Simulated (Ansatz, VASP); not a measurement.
# Si4O: VASP beside Ansatz

The input INCAR:

```
  ALGO = Normal
  EDIFF = 1E-7
  EDIFFG = -0.04
  ENCUT = 600
  GGA = PE
  IBRION = 2
  ISIF = 3
  ISMEAR = 0
  LASPH = T
  LCHARG = F
  LREAL = F
  LWAVE = F
  NELM = 100
  NSW = 90
  PREC = Accurate
  SIGMA = 0.1
```

Contents of KPOINTS:

```
k-points
0
Gamma
  6 6 2
```

The input POSCAR:

```
Si4O
1.0
    2.8214044900      0.0000000000      0.0000000000
   -1.4107022500      2.4434079700      0.0000000000
    0.0000000000      0.0000000000      9.0721736200
Si O
4 1
Direct
    0.3333333300      0.6666666700      0.8658552800
    0.3333333300      0.6666666700      0.3767953500
    0.6666666700      0.3333333300      0.1341447200
    0.6666666700      0.3333333300      0.6232046500
    0.0000000000      0.0000000000      0.0000000000
```

Input for Ansatz:

```yaml
crystal:
  lattice:
    - [2.82140449, 0.0, 0.0]
    - [-1.41070225, 2.44340797, 0.0]
    - [0.0, 0.0, 9.07217362]
  atoms:
    - { symbol: Si, position: [0.33333333, 0.66666667, 0.86585528] }
    - { symbol: Si, position: [0.33333333, 0.66666667, 0.37679535] }
    - { symbol: Si, position: [0.66666667, 0.33333333, 0.13414472] }
    - { symbol: Si, position: [0.66666667, 0.33333333, 0.62320465] }
    - { symbol: O, position: [0.0, 0.0, 0.0] }
basis:
  ecutwfc: 420
kpoints:
  mp_grid: { grid: [6, 6, 2] }
hamiltonian:
  xc: pbe
scf:
  occupations: { method: gaussian, width: 0.1 }
  lower_state_search: "off"
output:
  forces: true
  stress: true
  eigenvalues: true
relax:
  adjacent_minimum: "off"
  f_tol: 0.04
  max_steps: 70
  cell: { stress_tol: 0.4 }
```

Change from the starting cell: species swapped into the Co4H type (P-3m1, No. 164).

Alike in both runs: task relaxation of cell and atoms; functional PBE; k mesh 6 × 6 × 2; occupations gaussian, width 0.1 eV; no spin polarisation.

|  | VASP | Ansatz |
| --- | --- | --- |
| version | VASP 6.6.1 | Ansatz 0.2.0 |
| potentials or method | VASP PAW PBE potentials, release 64 (Si, O), cutoff 600 eV | scalar-relativistic, plane waves, PAW |
| valence electrons in the cell | 22 | 22 |

Ansatz gave:

```
gap on the k mesh at the Fermi level, each at its own relaxed structure (eV) : none
relaxed volume (Å³/atom)                                                     : 13.14
relaxed length of the cell vector where the two differ most in proportion (Å)              : 2.776
```

Q: Estimate VASP's values.

A: gap on the k mesh at the Fermi level, each at its own relaxed structure (eV): none; relaxed volume (Å³/atom): 13.15; relaxed length of the cell vector where the two differ most in proportion (Å): 2.777.

A gap of «none» marks a metal or a gap that the smearing closes.

The k mesh is coarse, so the values compare programs but aren't converged. Noted on VASP's run: too few bands were computed for a metal, which touches its energy and stress.
